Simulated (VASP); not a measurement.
# NiPt (P4/mmm) in VASP: single point with LDA

Aim: the single point of NiPt with LDA.

Program: VASP 6.6.1. These are calculated values, not measurements. Logs are shortened: lines on timing, memory, paths and dates and some standing lists are left out, and cuts for length are marked.

**1. The cell of the first run**

Symmetry: P4/mmm, No. 123, tetragonal system. Conventional cell: a = 2.710 Å, b = 2.710 Å, c = 3.578 Å, α = 90.00°, β = 90.00°, γ = 90.00°. Ni (site symmetry 4/mmm) has 8 Pt at 2.62 Å and 6 Ni at 2.71 to 3.58 Å within 3.6 Å. Within 3.6 Å of Pt (site symmetry 4/mmm) lie 8 Ni at 2.62 Å and 6 Pt at 2.71 to 3.58 Å.

**2. Single point, LDA, collinear spin, ferromagnetic start**

Input file INCAR:

```
ALGO = Normal ; EDIFF = 1E-6
ENCUT = 520 ; GGA = CA
ISIF = 2 ; ISMEAR = -1
ISPIN = 2 ; LASPH = T
LCHARG = F ; LMAXMIX = 4
LORBIT = 11 ; LREAL = F
LWAVE = F ; MAGMOM = 1.5 0.6
NBANDS = 21 ; NELM = 150
PREC = Accurate ; SIGMA = 0.1
```

Input file KPOINTS:

```
k-points
0
Gamma
  11 11 8
```

Input file POSCAR:

```
NiPt
1.0
    2.7099397941      0.0000000000      0.0000000000
    0.0000000000      2.7099397941      0.0000000000
    0.0000000000      0.0000000000      3.5783200000
Ni Pt
1 1
Direct
    0.5000000000      0.5000000000      0.5000000000
    0.0000000000      0.0000000000      0.0000000000
```

Potentials or basis: VASP PAW LDA potentials, release 64 (Ni, Pt).

Run with:

```console
$ cat potpaw_LDA.64/Ni/POTCAR potpaw_LDA.64/Pt/POTCAR > POTCAR
$ mpirun -np 1 vasp_std > vasp.out
```

OUTCAR:

```text
EDIFF = 1E-6
   ENCUT = 520
   GGA = CA
   ISIF = 2
   ISMEAR = -1
   ISPIN = 2
   LASPH = T
   LORBIT = 11
   LREAL = F
   NELM = 150
   PREC = Accurate

 ion  position               nearest neighbor table
   1  0.500  0.500  0.500-   2 2.62   2 2.62   2 2.62   2 2.62   2 2.62   2 2.62   2 2.62   2 2.62

   2  0.000  0.000  0.000-   1 2.62   1 2.62   1 2.62   1 2.62   1 2.62   1 2.62   1 2.62   1 2.62

  LATTYP: Found a simple tetragonal cell.
 ALAT       =     2.7099397941
 C/A-ratio  =     1.3204426193

  Lattice vectors:

 A1 = (   2.7099397941,   0.0000000000,   0.0000000000)
 A2 = (   0.0000000000,   2.7099397941,   0.0000000000)
 A3 = (   0.0000000000,   0.0000000000,   3.5783200000)

Analysis of symmetry for initial positions (statically):
=====================================================================
 Subroutine PRICEL returns:
 Original cell was already a primitive cell.

 Routine SETGRP: Setting up the symmetry group for a
 simple tetragonal supercell.

 Subroutine GETGRP returns: Found 16 space group operations
 (whereof 16 operations were pure point group operations)
 out of a pool of 16 trial point group operations.

The static configuration has the point symmetry D_4h.

Analysis of symmetry for dynamics (positions and initial velocities):
=====================================================================
 Subroutine PRICEL returns:
 Original cell was already a primitive cell.

 Routine SETGRP: Setting up the symmetry group for a
 simple tetragonal supercell.

 Subroutine GETGRP returns: Found 16 space group operations
 (whereof 16 operations were pure point group operations)
 out of a pool of 16 trial point group operations.

The dynamic configuration has the point symmetry D_4h.

Analysis of structural, dynamic, and magnetic symmetry:
=====================================================================
 Subroutine PRICEL returns:
 Original cell was already a primitive cell.

 Routine SETGRP: Setting up the symmetry group for a
 simple tetragonal supercell.

 Subroutine GETGRP returns: Found 16 space group operations
 (whereof 16 operations were pure point group operations)
 out of a pool of 16 trial point group operations.

The overall configuration has the point symmetry D_4h.

[... 114 lines left out ...]
   EFERMI_NEDOS =   21; number of points for ismear=-14 and -15
   IALGO  =     38    algorithm
   IMIX   =      4    mixing-type and parameters
     AMIX     =   0.40;   BMIX     =  1.00
     AMIX_MAG =   1.60;   BMIX_MAG =  1.00
  volume/ion in A,a.u.               =      13.14        88.67
  Fermi-wavevector in a.u.,A,eV,Ry     =   1.494693  2.824560 30.396875  2.234107
  Thomas-Fermi vector in A             =   2.606933
   LORBIT       =     11    0 simple, 1 ext, 2 COOP (PROOUT), +10 PAW based schemes
   GGA     = CA    functional components
   LHFCALC =     F    Hartree Fock is set to
   AEXX    =    0.0000 exact exchange contribution
   IVDW    =     0    specifies the selected vdW correction
   LEPSILON=     F    determine dielectric tensor
   LRPA    =     F    only Hartree local field effects (RPA)
 spin polarized calculation
  energy-cutoff  :      520.00
  volume of cell :       26.28
 maximum number of plane-waves:       724
   NGX = 11   NGY = 11   NGZ = 13

 number of electron      20.0000010 magnetization       0.3135832

 Free energy of the ion-electron system (eV)
  ---------------------------------------------------
  ext. energy  EPLUGINS =         0.00000000
  ---------------------------------------------------
  free energy    TOTEN  =       -14.25446802 eV

  energy without entropy =      -14.13165873  energy(sigma->0) =      -14.19306337

 E-fermi :  10.0255     XC(G=0): -13.5767

 val. band max:       10.0238802093   @ k =   0.2727   0.2727   0.1250
 cond. band min:      10.0298611130   @ k =   0.2727   0.0000   0.3750
 fundamental gap:      0.0059809037
 Fermi energy:        10.0254586759

 spin component 1

 k-point     1 :       0.0000    0.0000    0.0000
  band No.  band energies     occupation
      1       0.3981      1.00000
      2       4.0048      1.00000
      3       4.0866      1.00000
      4       7.1368      1.00000
      5       7.1368      1.00000
      6       8.0964      1.00000
[... 565 lines left out ...]
     20      34.3934      0.00000
     21      34.5130      0.00000

 [... further k-points ...]

 spin component 2

 k-point     1 :       0.0000    0.0000    0.0000
  band No.  band energies     occupation
      1       0.4162      1.00000
      2       4.0571      1.00000
      3       4.1384      1.00000
      4       7.2642      1.00000
      5       7.2642      1.00000
      6       8.2654      1.00000
[... 565 lines left out ...]
     20      34.4205      0.00000
     21      34.5462      0.00000

 [... further k-points ...]

------------------------ aborting loop because EDIFF is reached ----------------------------------------

  FORCE on cell =-STRESS in cart. coord.  units (eV):
  Direction    XX          YY          ZZ          XY          YZ          ZX
  --------------------------------------------------------------------------------------
  -------------------------------------------------------------------------------------
  Total       -2.0871800     -2.0871800     -1.9410710      0.0000000      0.0000000     -0.0000000
  in kB     -127.2541705   -127.2541705   -118.3459861      0.0000000      0.0000000     -0.0000000
  external PRESSURE =    -124.2847757 kB  Pullay stress =       0.0000000 kB

 VOLUME and BASIS-vectors are now :
 -----------------------------------------------------------------------------
  energy-cutoff  :      520.00
  volume of cell :       26.28
      direct lattice vectors                 reciprocal lattice vectors
     2.709939794  0.000000000  0.000000000     0.369011888  0.000000000  0.000000000
     0.000000000  2.709939794  0.000000000     0.000000000  0.369011888  0.000000000
     0.000000000  0.000000000  3.578320000     0.000000000  0.000000000  0.279460753

 POSITION                                       TOTAL-FORCE (eV/Angst)
 -----------------------------------------------------------------------------------
      1.35497      1.35497      1.78916         0.000000      0.000000      0.000000
      0.00000      0.00000      0.00000         0.000000      0.000000      0.000000
 -----------------------------------------------------------------------------------
    total drift:                               -0.000000      0.000000      0.000000

  FREE ENERGIE OF THE ION-ELECTRON SYSTEM (eV)
  ---------------------------------------------------
  free  energy   TOTEN  =       -14.2544680179 eV

  energy  without entropy=      -14.1316587309  energy(sigma->0) =      -14.19306337

 total charge

# of ion       s       p       d       tot
------------------------------------------
    1        0.439   0.462   8.342   9.243
    2        0.701   0.633   8.035   9.369
--------------------------------------------------
tot          1.140   1.096  16.377  18.612

 magnetization (x)

# of ion       s       p       d       tot
------------------------------------------
    1       -0.001  -0.002   0.224   0.222
    2       -0.001  -0.005   0.098   0.092
--------------------------------------------------
tot         -0.002  -0.007   0.323   0.314
```

Wall time 74 s (1 thread of Intel Xeon Platinum 8488C (Sapphire Rapids), shared host); peak memory 0.2 GiB.

What came out:

```
Free energy                                           : -14.2545 eV
Pressure                                              : -12.4 GPa
Net moment                                            : 0.31 μB per cell
Site moments                                          : Ni +0.22; Pt +0.09 μB
Valence electrons inside the program's atomic spheres : Ni 9.24; Pt 9.37
```

Caveat: the cell stands under tension; spin-orbit coupling is left out, which moves the levels of the heavy elements.
